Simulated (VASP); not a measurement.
Write the native input for VASP 6.6.1 that does the following.

```
Task                   : single point
Functional             : PBEsol
Potentials or basis    : VASP PAW PBE potentials, release 64 (Si, Ge_d)
Cutoff                 : 520 eV
k mesh                 : 2 × 2 × 2
Occupations            : gaussian, width 0.05 eV
Spin                   : no spin polarisation
Dipole correction      : no
Further INCAR settings : LREAL = Auto; ALGO = Normal; EDIFF = 1e-06; NBANDS = 53
```

The structure of Si16Ge (a cell with a defect) lies in POSCAR:

```
Si16Ge
1.0
    0.0000000000      5.4300000000      5.4300000000
    5.4300000000      0.0000000000      5.4300000000
    5.4300000000      5.4300000000      0.0000000000
Si Ge
16 1
Direct
    0.0020945672     -0.0127196133      0.0017306630
    0.1384738490      0.0860178637      0.1373697974
    0.0025144567     -0.0130041436      0.5081498158
    0.1087181400      0.1290700737      0.6307236648
    0.0135906998      0.4592037753      0.0136687845
    0.1209302026      0.6155454880      0.1202871087
   -0.0408031308      0.5030526703      0.5183808471
    0.1204766114      0.6155891344      0.6437255985
    0.5092212707     -0.0125279006      0.0015566298
    0.6311573665      0.1294096685      0.1086726519
    0.4780157459      0.0664280847      0.4778240331
    0.6316912523      0.1293118785      0.6305382136
    0.5184353591      0.5035532228     -0.0399681400
    0.6431945672      0.6156299263      0.1204126151
    0.5194228361      0.5033469613      0.5180077348
    0.6030844383      0.6904216390      0.6036308471
    0.3358744015      0.4911208103      0.3370699816
```

These files were run (other wordings do the same):

INCAR

```
SYSTEM = Si16Ge
PREC = Accurate
ENCUT = 520
EDIFF = 1E-6
ISMEAR = 0
SIGMA = 0.05
LREAL = Auto
LASPH = .TRUE.
NELM = 60
ALGO = Normal
ISIF = 2
LWAVE = .FALSE.
LCHARG = .TRUE.
GGA = PS
LELF = .TRUE.
LVHAR = .TRUE.
NBANDS = 53
```

KPOINTS

```
Automatic mesh
0
G
  2 2 2
  0 0 0
```

Potentials or basis: VASP PAW PBE potentials, release 64 (Si, Ge_d).

Run with:

```console
$ cat potpaw_PBE.64/Si/POTCAR potpaw_PBE.64/Ge_d/POTCAR > POTCAR
$ mpirun -np 1 vasp_std > vasp.out
```

It gave:

| Property | Result |
| --- | --- |
| Pressure | 3.8 GPa |
| Largest force | 0.067 eV/Å |
| Band gap on the k mesh | zero (band 39 reaches 6.72 eV, above the bottom of band 40 at 6.59 eV) |

Caveat: the k points lie up to 0.50 Å⁻¹ apart; the PAW data sets were made with another functional, which shifts forces and pressure a little.

It took 2.7 min on 1 thread of Intel(R) Xeon(R) 6975P-C (Granite Rapids), on a shared host, peak memory 0.48 GiB.
